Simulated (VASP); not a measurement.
# K2Br3 (P-3m1) in VASP: further runs, part 2 of 2

VASP 6.6.1. The steps go on from the part before.

## 3. Relaxation of cell and atoms, r2SCAN

This run uses another cell than the first one, of 31.73 Å³/atom.

The input, POSCAR:

```
K2Br3
1.0
    4.9012727528      0.0000000000      0.0000000000
   -2.4506363764      4.2446267148      0.0000000000
    0.0000000000      0.0000000000      7.6255842575
K Br
2 3
Direct
    0.3333333333      0.6666666667      0.2450000000
    0.6666666667      0.3333333333      0.7550000000
    0.0000000000      0.0000000000      0.0000000000
    0.3333333333      0.6666666667      0.6450000000
    0.6666666667      0.3333333333      0.3550000000
```

The input, INCAR.step1:

```
  ALGO = Normal
  EDIFF = 1E-5
  EDIFFG = -0.005
  ENCUT = 550
  GGA = PE
  GGA_COMPAT = F
  IBRION = 2
  ISIF = 3
  ISMEAR = 0
  LASPH = T
  LCHARG = F
  LREAL = F
  LWAVE = T
  NELM = 120
  NELMIN = 4
  NSW = 100
  PREC = Accurate
  SIGMA = 0.1
```

The input, INCAR.step2:

```
  ALGO = Normal
  EDIFF = 1E-7
  EDIFFG = -0.04
  ENCUT = 550
  GGA_COMPAT = F
  IBRION = 2
  ISIF = 3
  ISMEAR = 0
  ISTART = 1
  LASPH = T
  LCHARG = F
  LMIXTAU = T
  LREAL = F
  LWAVE = F
  METAGGA = R2SCAN
  NELM = 120
  NELMIN = 4
  NSW = 90
  PREC = Accurate
  SIGMA = 0.1
```

The input, KPOINTS:

```
k-points
0
Gamma
  6 6 2
```

Potentials or basis: VASP PAW PBE potentials, release 64 (K_sv, Br).

The run is started by

```
$ cat potpaw_PBE.64/K_sv/POTCAR potpaw_PBE.64/Br/POTCAR > POTCAR
$ cp INCAR.step1 INCAR
$ mpirun -np 1 vasp_std > vasp.out
$ cp INCAR.step2 INCAR
$ mpirun -np 1 vasp_std > vasp.out
```

OUTCAR:

```text
EDIFF = 1E-7
   EDIFFG = -0.04
   ENCUT = 550
   IBRION = 2
   ISIF = 3
   ISMEAR = 0
   ISTART = 1
   LASPH = T
   LREAL = F
   METAGGA = R2SCAN
   NELM = 120
   NELMIN = 4
   NSW = 90
   PREC = Accurate

 ion  position               nearest neighbor table
   1  0.333  0.667  0.245-   5 2.95   5 2.95   5 2.95   4 3.05
   2  0.667  0.333  0.755-   4 2.95   4 2.95   4 2.95   5 3.05
   3  0.000  0.000  0.000-
   4  0.333  0.667  0.645-   2 2.95   2 2.95   2 2.95   1 3.05
   5  0.667  0.333  0.355-   1 2.95   1 2.95   1 2.95   2 3.05

  LATTYP: Found a hexagonal cell.
 ALAT       =     4.9012727528
 C/A-ratio  =     1.5558375634

  Lattice vectors:

 A1 = (   4.9012727528,   0.0000000000,   0.0000000000)
 A2 = (  -2.4506363764,   4.2446267148,   0.0000000000)
 A3 = (   0.0000000000,   0.0000000000,   7.6255842575)

Analysis of symmetry for initial positions (statically):
=====================================================================
 Subroutine PRICEL returns:
 Original cell was already a primitive cell.

 Routine SETGRP: Setting up the symmetry group for a
 hexagonal supercell.

 Subroutine GETGRP returns: Found 12 space group operations
 (whereof 12 operations were pure point group operations)
[... 163 lines left out ...]
------------------------ aborting loop because EDIFF is reached ----------------------------------------

  FORCE on cell =-STRESS in cart. coord.  units (eV):
  Direction    XX          YY          ZZ          XY          YZ          ZX
  --------------------------------------------------------------------------------------
  -------------------------------------------------------------------------------------
  Total        4.9143167      4.9143167      3.1459464      0.0000000      0.0000000      0.0000000
  in kB       49.6309086     49.6309086     31.7716961      0.0000000      0.0000000      0.0000000
  external PRESSURE =      43.6778378 kB  Pullay stress =       0.0000000 kB
[... 98 lines left out ...]
  FREE ENERGIE OF THE ION-ELECTRON SYSTEM (eV)
  ---------------------------------------------------
  free  energy   TOTEN  =       -58.6015679442 eV

  energy  without entropy=      -58.5327342048  energy(sigma->0) =      -58.56715107

[... ionic steps 4 to 14 ...]

--------------------------------------- Ionic step       15  -------------------------------------------

 number of electron      39.0000001 magnetization

------------------------ aborting loop because EDIFF is reached ----------------------------------------
[... 73 lines left out ...]
--------------------------------------- Ionic step       17  -------------------------------------------

 number of electron      39.0000002 magnetization

 Free energy of the ion-electron system (eV)
  ---------------------------------------------------
  ext. energy  EPLUGINS =         0.00000000
  ---------------------------------------------------
  free energy    TOTEN  =       -58.79034412 eV

  energy without entropy =      -58.73949746  energy(sigma->0) =      -58.76492079

 E-fermi :  -1.9146     XC(G=0):  -7.8160

 val. band max:       -1.9329585281   @ k =   0.3333   0.0000   0.5000
 cond. band min:      -1.9114913404   @ k =   0.1667   0.1667   0.5000
 fundamental gap:      0.0214671878
 Fermi energy:        -1.9146333425

 k-point     1 :       0.0000    0.0000    0.0000
  band No.  band energies     occupation
      1     -31.0237      2.00000
      2     -31.0135      2.00000
      3     -15.3294      2.00000
      4     -14.9802      2.00000
      5     -14.9579      2.00000
      6     -13.7759      2.00000
[... 385 lines left out ...]
  FREE ENERGIE OF THE ION-ELECTRON SYSTEM (eV)
  ---------------------------------------------------
  free  energy   TOTEN  =       -58.7903441245 eV

  energy  without entropy=      -58.7394974569  energy(sigma->0) =      -58.76492079

 reached required accuracy - stopping structural energy minimisation
```

OUTCAR.step1:

```text
EDIFF = 1E-5
   EDIFFG = -0.005
   ENCUT = 550
   GGA = PE
   IBRION = 2
   ISIF = 3
   ISMEAR = 0
   LASPH = T
   LREAL = F
   NELM = 120
   NELMIN = 4
   NSW = 100
   PREC = Accurate

[... 399 lines left out ...]
 fundamental gap:      0.0612098257
 Fermi energy:        -1.8115909873

 k-point     1 :       0.0000    0.0000    0.0000
  band No.  band energies     occupation
      1     -29.8777      2.00000
      2     -29.8716      2.00000
      3     -14.6791      2.00000
      4     -14.3836      2.00000
      5     -14.3370      2.00000
      6     -13.3865      2.00000
[... 385 lines left out ...]
  FREE ENERGIE OF THE ION-ELECTRON SYSTEM (eV)
  ---------------------------------------------------
  free  energy   TOTEN  =       -13.2133357316 eV

  energy  without entropy=      -13.1554292384  energy(sigma->0) =      -13.18438248

 reached required accuracy - stopping structural energy minimisation
```

OSZICAR.step1:

```text
N       E                     dE             d eps       ncg     rms          rms(c)
DAV:   1     0.305714699066E+03    0.30571E+03   -0.17974E+04   644   0.152E+03
DAV:   2     0.120855155761E+02   -0.29363E+03   -0.28930E+03   848   0.355E+02
DAV:   3    -0.119780434182E+02   -0.24064E+02   -0.23978E+02   936   0.950E+01
[... 297 lines left out ...]
DAV:   1    -0.132147176198E+02   -0.13976E-02   -0.89412E-02   644   0.191E+00    0.227E-01
DAV:   2    -0.132136942662E+02    0.10234E-02   -0.39777E-03   812   0.426E-01    0.979E-02
DAV:   3    -0.132133557043E+02    0.33856E-03   -0.81890E-04   798   0.186E-01    0.591E-02
DAV:   4    -0.132133411226E+02    0.14582E-04   -0.68451E-05   840   0.393E-02    0.345E-02
DAV:   5    -0.132133357316E+02    0.53910E-05   -0.90042E-06   574   0.197E-02
  35 F= -.13213336E+02 E0= -.13184382E+02  d E =-.150372E-04
```

Run time: 55 min. Hardware: 1 thread of AMD EPYC 9R45 (Zen 5), shared host; peak memory 0.35 GiB.

What came out:

* Free energy: -58.7903 eV
* Relaxed volume: 35.81 Å³/atom
* Relaxed cell: a = 5.510 Å, b = 5.510 Å, c = 6.811 Å, α = 90.00°, β = 90.00°, γ = 120.00°
* Space group after relaxing (to 0.1 Å): P-3m1 (No. 164)
* Energy gained by relaxing: 124.2 meV/atom
* Ionic steps: 17
* Pressure after relaxing: 0.1 GPa
* Largest force after relaxing: 0.026 eV/Å
* Band gap on the k mesh: zero (an odd number of electrons rules out a gap without spin polarisation)

Forces on the atoms (eV/Å):
```
K    0.000  0.000  0.026
K    0.000  0.000 -0.026
Br   0.000  0.000  0.000
Br   0.000  0.000  0.021
Br   0.000  0.000 -0.021
```

Stress tensor (GPa, compression positive):
```
 0.16  0.00  0.00
 0.00  0.16  0.00
 0.00  0.00 -0.17
```

Step by step:
```csv
step,energy change (eV),largest force (eV/Å),pressure (GPa),volume (Å³)
1,0.0000,0.8134,4.37,158.64
2,-0.3929,0.4116,1.11,179.33
3,-0.4321,0.1242,-0.73,203.57
4,-0.4525,0.2068,-0.24,195.06
5,-0.4529,0.2218,-0.15,193.69
6,-0.4613,0.2119,-0.14,192.85
7,-0.4844,0.1840,-0.11,190.33
8,-0.5213,0.1273,0.00,185.25
9,-0.5585,0.1171,0.41,174.96
10,-0.5738,0.1262,0.03,178.33
11,-0.5778,0.1335,-0.30,181.62
12,-0.5889,0.1281,-0.28,180.94
13,-0.5941,0.1245,-0.21,180.10
14,-0.6024,0.1056,0.10,176.58
15,-0.6032,0.0973,0.25,175.11
16,-0.6101,0.0792,0.19,176.09
17,-0.6209,0.0259,0.05,179.05
```

Final structure:
```
K Br
1.0
     5.50962    0.00000    0.00000
    -2.75481    4.77147    0.00000
     0.00000    0.00000    6.81093
K Br
2 3
Direct
  0.33333 0.66667 0.20186
  0.66667 0.33333 0.79814
  0.00000 0.00000 0.00000
  0.33333 0.66667 0.68749
  0.66667 0.33333 0.31251
```

Caveat: the k points lie up to 0.46 Å⁻¹ apart in the final cell, too coarse for converged energies and pressures of a metal; the PAW data sets were made with another functional, which shifts forces and pressure a little; an odd number of electrons without spin polarisation forces a metal; a magnetic or distorted state may lie lower.
